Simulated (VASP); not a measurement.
# La (P6/mmm) in VASP: further runs

Runs on La. Level: PBE. Tasks: relaxation of shape and atoms at fixed volume, relaxation of cell and atoms.

Everything below comes from runs of VASP 6.6.1. Logs are shortened: lines on timing, memory, paths and dates and some standing lists are left out, and cuts for length are marked.

## (1) The cell of the first run

The structure is hexagonal, space group P6/mmm (No. 191). Conventional cell: a = 3.107 Å, b = 3.107 Å, c = 3.095 Å, α = 90.00°, β = 90.00°, γ = 120.00°. Within 4.1 Å of La (site symmetry 6/mmm) lie 8 La at 3.09 to 3.11 Å.

## (2) Relaxation of shape and atoms at fixed volume, PBE

INCAR reads:

```
SYSTEM = La
ALGO = Normal
EDIFF = 1E-6
EDIFFG = -0.005
ENCUT = 600
GGA = PE
IBRION = 2
ISIF = 4
ISMEAR = -1
LASPH = .True.
LCHARG = .False.
LREAL = .False.
LWAVE = .False.
NELM = 60
NSW = 50
PREC = Accurate
SIGMA = 0.08
```

KPOINTS reads:

```
k-points
0
Gamma
  12 12 11
  0 0 0
```

POSCAR reads:

```
La
1.0
    3.1065113856      0.0000000000      0.0000000000
   -1.5532556928      2.6903177770      0.0000000000
    0.0000000000      0.0000000000      3.0946204013
La
1
Direct
    0.0000000000      0.0000000000      0.0000000000
```

Potentials or basis: VASP PAW PBE potentials, release 64 (La).

Run with:

```console
$ cat potpaw_PBE.64/La/POTCAR > POTCAR
$ mpirun -np 1 vasp_std > vasp.out
```

OUTCAR:

```text
SYSTEM = La
   EDIFF = 1E-6
   EDIFFG = -0.005
   ENCUT = 600
   GGA = PE
   IBRION = 2
   ISIF = 4
   ISMEAR = -1
   LASPH = .True.
   LREAL = .False.
   NELM = 60
   NSW = 50
   PREC = Accurate

 ion  position               nearest neighbor table
   1  0.000  0.000  0.000-

  LATTYP: Found a hexagonal cell.
 ALAT       =     3.1065113856
 C/A-ratio  =     0.9961722386

  Lattice vectors:

 A1 = (   3.1065113856,   0.0000000000,   0.0000000000)
 A2 = (  -1.5532556928,   2.6903177770,   0.0000000000)
 A3 = (   0.0000000000,   0.0000000000,   3.0946204013)

Analysis of symmetry for initial positions (statically):
=====================================================================
 Subroutine PRICEL returns:
 Original cell was already a primitive cell.

 Routine SETGRP: Setting up the symmetry group for a
 hexagonal supercell.

 Subroutine GETGRP returns: Found 24 space group operations
 (whereof 24 operations were pure point group operations)
 out of a pool of 24 trial point group operations.

The static configuration has the point symmetry D_6h.

Analysis of symmetry for dynamics (positions and initial velocities):
=====================================================================
 Subroutine PRICEL returns:
 Original cell was already a primitive cell.

 Routine SETGRP: Setting up the symmetry group for a
 hexagonal supercell.

 Subroutine GETGRP returns: Found 24 space group operations
 (whereof 24 operations were pure point group operations)
 out of a pool of 24 trial point group operations.

The dynamic configuration has the point symmetry D_6h.

 Subroutine INISYM returns: Found 24 space group operations
 (whereof 24 operations are pure point group operations),
 and found     1 'primitive' translations

----------------------------------------------------------------------------------------

                                     Primitive cell

  volume of cell :      25.8633

  direct lattice vectors                    reciprocal lattice vectors
     3.106511386  0.000000000  0.000000000     0.321904502  0.185851651  0.000000000
    -1.553255693  2.690317777  0.000000000     0.000000000  0.371703302  0.000000000
     0.000000000  0.000000000  3.094620401     0.000000000  0.000000000  0.323141410

  length of vectors
     3.106511386  3.106511386  3.094620401     0.371703302  0.371703302  0.323141410

  position of ions in fractional coordinates (direct lattice)
     0.000000000  0.000000000  0.000000000

  ion indices of the primitive-cell ions
   primitive index   ion index
                 1           1

----------------------------------------------------------------------------------------

 KPOINTS: k-points

Automatic generation of k-mesh.
 Grid dimensions read from file:
 generate k-points for:   12   12   11

 Generating k-lattice:

  Cartesian coordinates                     Fractional coordinates (reciprocal lattice)
     0.026825375  0.015487638  0.000000000     0.083333333  0.000000000  0.000000000
     0.000000000  0.030975275  0.000000000     0.000000000  0.083333333  0.000000000
     0.000000000  0.000000000  0.029376492     0.000000000  0.000000000  0.090909091

  Length of vectors
     0.030975275  0.030975275  0.029376492

  Shift w.r.t. Gamma in fractional coordinates (k-lattice)
     0.000000000  0.000000000  0.000000000

 Subroutine IBZKPT returns following result:
 ===========================================

 Found    114 irreducible k-points:

 Following reciprocal coordinates:
            Coordinates               Weight
  0.000000  0.000000  0.000000      1.000000
  0.083333  0.000000  0.000000      6.000000
  0.166667  0.000000  0.000000      6.000000
  0.250000 -0.000000  0.000000      6.000000
  0.333333 -0.000000  0.000000      6.000000
  0.416667 -0.000000  0.000000      6.000000
[... 16 lines left out ...]
  0.250000 -0.000000  0.090909     12.000000
  0.333333 -0.000000  0.090909     12.000000
 [... further k-points ...]
   k-points           NKPTS =    114   k-points in BZ     NKDIM =    114   number of bands    NBANDS=      9
   number of dos      NEDOS =    301   number of ions     NIONS =      1
   total plane-waves  NPLWV =  21952
   dimension x,y,z NGX =    28 NGY =   28 NGZ =   28
   dimension x,y,z NGXF=    56 NGYF=   56 NGZF=   56
   ions per type =               1
   NGX,Y,Z   is equivalent  to a cutoff of  14.98, 14.98, 15.04 a.u.
   NGXF,Y,Z  is equivalent  to a cutoff of  29.97, 29.97, 30.08 a.u.
 SYSTEM =  La
   PREC   = accura    normal or accurate (medium, high low for compatibility)
   ISTART =      0    job   : 0-new  1-cont  2-samecut
   ICHARG =      2    charge: 1-file 2-atom 10-const
   ISPIN  =      1    spin polarized calculation?
   LNONCOLLINEAR =      F non collinear calculations
   LSORBIT =      F    spin-orbit coupling
   LASPH  =      T    aspherical Exc in radial PAW
   ENCUT  =  600.0 eV  44.10 Ry    6.64 a.u.   6.20  6.20  6.18*2*pi/ulx,y,z
   NELM   =     60;   NELMIN=  2; NELMDL= -5     # of ELM steps
   EDIFF  = 0.1E-05   stopping-criterion for ELM
   LREAL  =      F    real-space projection
   EDIFFG = -.5E-02   stopping-criterion for IOM
   NSW    =     50    number of steps for IOM
   IBRION =      2    ionic relax: 0-MD 1-quasi-New 2-CG
   NFREE  =      1    steps in history (QN), initial steepest desc. (CG)
   ISIF   =      4    stress and relaxation
   ISYM   =      2    0-nonsym 1-usesym 2-fastsym
   POTIM  = 0.5000    time-step for ionic-motion
   TEBEG  =    0.0;   TEEND  =   0.0 temperature during run
   PSTRESS=    0.0 pullay stress
   NELECT =      11.0000    total number of electrons
   NUPDOWN=      -1.0000    fix difference up-down
   EMIN   =  10.00;   EMAX   =-10.00  energy-range for DOS
   EFERMI =   0.00;   METHOD = LEGACY
   ISMEAR =    -1;   SIGMA  =   0.08  broadening in eV -4-tet -1-fermi 0-gaus
   EFERMI_NEDOS =   21; number of points for ismear=-14 and -15
   IALGO  =     38    algorithm
   IMIX   =      4    mixing-type and parameters
     AMIX     =   0.40;   BMIX     =  1.00
     AMIX_MAG =   1.60;   BMIX_MAG =  1.00
  volume/ion in A,a.u.               =      25.86       174.53
  Fermi-wavevector in a.u.,A,eV,Ry     =   1.231150  2.326537 20.622774  1.515731
  Thomas-Fermi vector in A             =   2.365971
   LORBIT       =      0    0 simple, 1 ext, 2 COOP (PROOUT), +10 PAW based schemes
   GGA     = PE    functional components
   LHFCALC =     F    Hartree Fock is set to
   AEXX    =    0.0000 exact exchange contribution
   IVDW    =     0    specifies the selected vdW correction
   LEPSILON=     F    determine dielectric tensor
   LRPA    =     F    only Hartree local field effects (RPA)
 conjugate gradient relaxation of ions
 non-spin polarized calculation
  energy-cutoff  :      600.00
  volume of cell :       25.86
 maximum number of plane-waves:       889
 NGX is ok and might be reduce to    28
   NGX = 13   NGY = 13   NGZ = 13

--------------------------------------- Ionic step        1  -------------------------------------------

 number of electron      11.0000001 magnetization

 Free energy of the ion-electron system (eV)
  ---------------------------------------------------
  ext. energy  EPLUGINS =         0.00000000
  ---------------------------------------------------
  free energy    TOTEN  =        -4.19430173 eV

  energy without entropy =       -4.15840821  energy(sigma->0) =       -4.17635497

------------------------ aborting loop because EDIFF is reached ----------------------------------------

  FORCE on cell =-STRESS in cart. coord.  units (eV):
  Direction    XX          YY          ZZ          XY          YZ          ZX
  --------------------------------------------------------------------------------------
  -------------------------------------------------------------------------------------
  Total        2.8997418      2.8997418      1.7970063      0.0000000      0.0000000     -0.0000000
  in kB      179.6329473    179.6329473    111.3207851      0.0000000      0.0000000     -0.0000000
  external PRESSURE =     156.8622266 kB  Pullay stress =       0.0000000 kB
[... 86 lines left out ...]
  FREE ENERGIE OF THE ION-ELECTRON SYSTEM (eV)
  ---------------------------------------------------
  free  energy   TOTEN  =        -4.2193650410 eV

  energy  without entropy=       -4.1910390111  energy(sigma->0) =       -4.20520203

[... ionic steps 4 to 8 ...]

--------------------------------------- Ionic step        9  -------------------------------------------

 number of electron      11.0000000 magnetization

------------------------ aborting loop because EDIFF is reached ----------------------------------------

  FORCE on cell =-STRESS in cart. coord.  units (eV):
  Direction    XX          YY          ZZ          XY          YZ          ZX
  --------------------------------------------------------------------------------------
  -------------------------------------------------------------------------------------
  Total        2.3667948      2.3667948      2.3582891      0.0000000     -0.0000000      0.0000000
  in kB      146.6179943    146.6179942    146.0910808      0.0000000     -0.0000000      0.0000000
  external PRESSURE =     146.4423564 kB  Pullay stress =       0.0000000 kB
[... 55 lines left out ...]
  energy  without entropy=       -4.1910401891  energy(sigma->0) =       -4.20520280

--------------------------------------- Ionic step       11  -------------------------------------------

 number of electron      11.0000000 magnetization

 Free energy of the ion-electron system (eV)
  ---------------------------------------------------
  ext. energy  EPLUGINS =         0.00000000
  ---------------------------------------------------
  free energy    TOTEN  =        -4.21936552 eV

  energy without entropy =       -4.19104090  energy(sigma->0) =       -4.20520321

 E-fermi :  11.8160     XC(G=0): -11.1040

 val. band max:       11.8130421389   @ k =   0.3333  -0.0000   0.1818
 cond. band min:      11.8243812951   @ k =   0.2500  -0.0000   0.4545
 fundamental gap:      0.0113391562
 Fermi energy:        11.8160335495

 k-point     1 :       0.0000    0.0000    0.0000
  band No.  band energies     occupation
      1     -21.2011      2.00000
      2      -2.7259      2.00000
      3      -2.6727      2.00000
      4      -2.6727      2.00000
      5       9.6221      2.00000
      6      10.1143      2.00000
      7      13.2219      0.00000
      8      13.6784      0.00000
      9      13.6784      0.00000
[... 265 lines left out ...]
 k-point    24 :       0.3333   -0.0000    0.0909
  band No.  band energies     occupation
      1     -20.5809      2.00000
      2      -5.6847      2.00000
      3      -3.3565      2.00000
      4      -2.6963      2.00000
      5       9.8603      2.00000
      6      11.7702      1.27899
      7      13.6296      0.00000
      8      14.2935      0.00000
      9      14.4230      0.00000

 [... further k-points ...]

------------------------ aborting loop because EDIFF is reached ----------------------------------------

  FORCE on cell =-STRESS in cart. coord.  units (eV):
  Direction    XX          YY          ZZ          XY          YZ          ZX
  --------------------------------------------------------------------------------------
  -------------------------------------------------------------------------------------
  Total        2.3656959      2.3656959      2.3595175      0.0000000      0.0000000     -0.0000000
  in kB      146.5499217    146.5499216    146.1671803      0.0000000      0.0000000     -0.0000000
  external PRESSURE =     146.4223412 kB  Pullay stress =       0.0000000 kB
[... 16 lines left out ...]
  FREE ENERGIE OF THE ION-ELECTRON SYSTEM (eV)
  ---------------------------------------------------
  free  energy   TOTEN  =        -4.2193655168 eV

  energy  without entropy=       -4.1910409015  energy(sigma->0) =       -4.20520321

 reached required accuracy - stopping structural energy minimisation
```

Wall time 3 min (1 thread of Intel Xeon 8259CL, shared host); peak memory 0.21 GiB.

What came out:

| Property | Result |
| --- | --- |
| Free energy | -4.2194 eV |
| Energy gained by relaxing | 25.1 meV/atom |
| Ionic steps | 11 |
| Pressure after relaxing | 14.6 GPa |

The path:
| step | energy change (eV) | largest force (eV/Å) | pressure (GPa) | volume (Å³) |
| --- | --- | --- | --- | --- |
| 1 | 0.0000 | 0.0000 | 15.69 | 25.86 |
| 2 | -0.0250 | 0.0000 | 14.65 | 25.86 |
| 3 | -0.0251 | 0.0000 | 14.65 | 25.86 |
| 4 | -0.0251 | 0.0000 | 14.65 | 25.86 |
| 5 | -0.0251 | 0.0000 | 14.64 | 25.86 |
| 6 | -0.0251 | 0.0000 | 14.64 | 25.86 |
| 7 | -0.0251 | 0.0000 | 14.64 | 25.86 |
| 8 | -0.0251 | 0.0000 | 14.64 | 25.86 |
| 9 | -0.0251 | 0.0000 | 14.64 | 25.86 |
| 10 | -0.0251 | 0.0000 | 14.64 | 25.86 |
| 11 | -0.0251 | 0.0000 | 14.64 | 25.86 |

Final structure:
```xyz
1
Lattice="3.1638 0.0000 0.0000 -1.5819 2.7399 0.0000 0.0000 0.0000 2.9836" Properties=species:S:1:pos:R:3 pbc="T T T"
La    0.0000    0.0000    0.0000
```

Levels at points of the mesh, in eV from the Fermi level:
| k point | band 2 | band 3 | band 4 | band 5 | band 6 | band 7 | band 8 | band 9 |
| --- | --- | --- | --- | --- | --- | --- | --- | --- |
| (0.00, 0.00, 0.00) | -14.54 | -14.49 | -14.49 | -2.19 | -1.70 | 1.41 | 1.86 | 1.86 |
| (0.50, 0.00, 0.00) | -18.39 | -15.43 | -13.97 | -2.54 | 0.35 | 1.57 | 2.45 | 2.86 |

Caveat: spin-orbit coupling is left out, which moves the levels of the heavy elements.

## (3) Relaxation of shape and atoms at fixed volume, PBE

This run uses another cell than the first one, of 29.56 Å³/atom, 1.143 times its volume.

INCAR reads:

```
SYSTEM = La
PREC = Accurate
ENCUT = 600
EDIFF = 1E-7
ISMEAR = -1
SIGMA = 0.08
LREAL = .FALSE.
LASPH = .TRUE.
NELM = 60
ALGO = Normal
ISIF = 4
LWAVE = .FALSE.
LCHARG = .FALSE.
GGA = PE
IBRION = 2
NSW = 50
EDIFFG = -0.005
```

KPOINTS reads:

```
Automatic mesh
0
G
  12 12 11
  0 0 0
```

POSCAR reads:

```
La
1.0
    3.2479071004      0.0000000000      0.0000000000
   -1.6239535502      2.8127700581      0.0000000000
    0.0000000000      0.0000000000      3.2354748871
La
1
Direct
    0.0000000000      0.0000000000      0.0000000000
```

Potentials or basis: VASP PAW PBE potentials, release 64 (La).

Run with:

```console
$ cat potpaw_PBE.64/La/POTCAR > POTCAR
$ mpirun -np 1 vasp_std > vasp.out
```

Wall time 2.2 min (1 thread of Intel Xeon 8259CL, shared host); peak memory 0.21 GiB.

Results (log left out):

- Free energy: -4.4675 eV
- Energy gained by relaxing: 4.2 meV/atom
- Ionic steps: 4
- Pressure after relaxing: 7.7 GPa

The path:
```
step  energy change (eV)  largest force (eV/Å)  pressure (GPa)  volume (Å³)
   1              0.0000                0.0000            8.13        29.56
   2             -0.0036                0.0000            7.86        29.56
   3             -0.0042                0.0000            7.66        29.56
   4             -0.0042                0.0000            7.68        29.56
```

Final structure:
```cif
data_structure
_symmetry_space_group_name_H-M 'P 1'
_symmetry_Int_Tables_number 1
_cell_length_a 3.2834
_cell_length_b 3.2834
_cell_length_c 3.1659
_cell_angle_alpha 90.000
_cell_angle_beta 90.000
_cell_angle_gamma 120.000
_cell_volume 29.56
loop_
_atom_site_label
_atom_site_type_symbol
_atom_site_fract_x
_atom_site_fract_y
_atom_site_fract_z
_atom_site_occupancy
La1 La 0.00000 0.00000 0.00000 1
```

Levels at points of the mesh, in eV from the Fermi level:
```
           k point  band 2  band 3  band 4  band 5  band 6  band 7  band 8  band 9
(0.00, 0.00, 0.00)  -15.17  -14.92  -14.92   -2.56   -1.37    1.44    1.86    1.86
(0.50, 0.00, 0.00)  -17.91  -15.63  -14.75   -2.16    0.23    1.54    2.27    2.54
```

Caveat: spin-orbit coupling is left out, which moves the levels of the heavy elements.

(Continued in part 2 of 2.)
